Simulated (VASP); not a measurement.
A run of VASP 6.6.1:

The input INCAR:

```
SYSTEM = Os
PREC = Accurate
ENCUT = 520
EDIFF = 1E-6
ISMEAR = 0
SIGMA = 0.15
LREAL = .False.
LASPH = .True.
NELM = 60
ALGO = Fast
ISIF = 2
LWAVE = .False.
LCHARG = .False.
GGA = PS
NBANDS = 15
```

KPOINTS

```
regular mesh
0
Gamma
  18 18 12
  0 0 0
```

Contents of POSCAR:

```
Os
1.0
    2.7340999755      0.0000000000      0.0000000000
   -1.3670499878      2.3678000353      0.0000000000
    0.0000000000      0.0000000000      4.6652760000
Os
2
Direct
    0.3333333333      0.6666666667      0.2500000000
    0.6666666667      0.3333333333      0.7500000000
```

Potentials or basis: VASP PAW PBE potentials, release 64 (Os).

The run is started by

```sh
$ cat potpaw_PBE.64/Os/POTCAR > POTCAR
$ mpirun -np 1 vasp_std > vasp.out
```

Hardware: 1 thread of Oxide Virtual Turin-like Processor, with other jobs on the host.

**Question.** Estimate the wall time of this run.

**Answer.** Run time: 85 s on 1 thread of Oxide Virtual Turin-like Processor, with other jobs on the host, peak memory 0.19 GiB. Counts: scf iterations 15, k points 259.
